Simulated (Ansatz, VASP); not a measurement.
**SnO in VASP and in Ansatz**

```
Sn O
1.0
     3.86817    0.00000    0.00000
     0.00000    3.86817    0.00000
     0.00000    0.00000    5.06728
Sn O
2 2
Direct
  0.00000 0.50000 0.22874
  0.50000 0.00000 0.77126
  0.94830 0.00000 0.03947
  0.50000 0.50000 0.00000
```

Alike in both runs: task single point; functional PBE; k mesh 10 × 10 × 8; occupations gaussian, width 0.05 eV; no spin polarisation.

```csv
,VASP,Ansatz
version,VASP 6.6.1,Ansatz 0.2.0
potentials or method,"VASP PAW PBE potentials, release 64 (Sn_d, O), cutoff 520 eV","scalar-relativistic, plane waves, PAW"
valence electrons in the cell,40,40
```

```tsv
	VASP	Ansatz	Ansatz less VASP
gap on the k mesh at the Fermi level (eV)	0.41	0.40	-0.005
least direct gap on the mesh (eV)	1.80	1.82	+0.014
pressure (GPa)	1.2	1.0	-0.19
traceless stress, the component that is largest in VASP (GPa)	2.53	2.45	-0.083
rms of the force components (eV/Å)	0.509	0.500	-0.0087
```

Atom by atom the forces differ by 0.032 eV/Å (rms over components).
